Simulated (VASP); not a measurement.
Here is a VASP 6.6.1 calculation.

INCAR

```
SYSTEM = CdO
PREC = Accurate ; ENCUT = 600
EDIFF = 1E-8 ; ISMEAR = -1
SIGMA = 0.05 ; LREAL = .FALSE.
LASPH = .TRUE. ; NELM = 120
ALGO = Normal ; ISIF = 3
LWAVE = .FALSE. ; LCHARG = .TRUE.
GGA = PS ; IBRION = 6
NFREE = 2 ; POTIM = 0.015
NSW = 1 ; GGA_COMPAT = .FALSE.
```

KPOINTS

```
Automatic mesh
0
G
  8 8 8
  0 0 0
```

File POSCAR:

```
CdO
1.0
    0.0000000000      2.3495000000      2.3495000000
    2.3495000000      0.0000000000      2.3495000000
    2.3495000000      2.3495000000      0.0000000000
Cd O
1 1
Direct
    0.0000000000      0.0000000000      0.0000000000
    0.5000000000      0.5000000000      0.5000000000
```

Potentials or basis: VASP PAW PBE potentials, release 64 (Cd, O).

Run with:

```console
$ cat potpaw_PBE.64/Cd/POTCAR potpaw_PBE.64/O/POTCAR > POTCAR
$ mpirun -np 1 vasp_std > vasp.out
```

**Question.** Estimate the elastic constants C11, C12, C44.

**Answer.** 221, 111, 46 GPa.

**Question.** Predict the Voigt bulk modulus.

**Answer.** 148 GPa.

**Question.** Predict the highest phonon frequency at Γ, LO-TO splitting left out.

**Answer.** 264 cm⁻¹.

Elastic tensor in Voigt notation (GPa, in the Cartesian axes of the cell as first typed):
```
221 111 111   0   0   0
111 221 111   0   0   0
111 111 221   0   0   0
  0   0   0  46   0   0
  0   0   0   0  46   0
  0   0   0   0   0  46
```

Caveat: the PAW data sets were made with another functional, which shifts forces and pressure a little.
